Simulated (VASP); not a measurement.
Here is a VASP 6.6.1 calculation.

Contents of INCAR:

```
SYSTEM = GaGe3
ALGO = Normal
EDIFF = 1E-6
ENCUT = 520
GGA = CA
ISIF = 2
ISMEAR = -1
LASPH = .True.
LCHARG = .False.
LREAL = .False.
LWAVE = .False.
NBANDS = 36
NELM = 60
PREC = Accurate
SIGMA = 0.05
```

The input KPOINTS:

```
k-points
0
Gamma
  6 6 6
  0 0 0
```

The input POSCAR:

```
GaGe3
1.0
    4.2784660000      0.0000000000      0.0000000000
    0.0000000000      4.2784660000      0.0000000000
    0.0000000000      0.0000000000      4.2784660000
Ge Ga
3 1
Direct
    0.5000000000      0.5000000000      0.0000000000
    0.5000000000      0.0000000000      0.5000000000
    0.0000000000      0.5000000000      0.5000000000
    0.0000000000      0.0000000000      0.0000000000
```

Potentials or basis: VASP PAW LDA potentials, release 64 (Ge_d, Ga_d).

The run is started by

```console
$ cat potpaw_LDA.64/Ge_d/POTCAR potpaw_LDA.64/Ga_d/POTCAR > POTCAR
$ mpirun -np 1 vasp_std > vasp.out
```

Task: Estimate the pressure.

Result: -4.8 GPa.
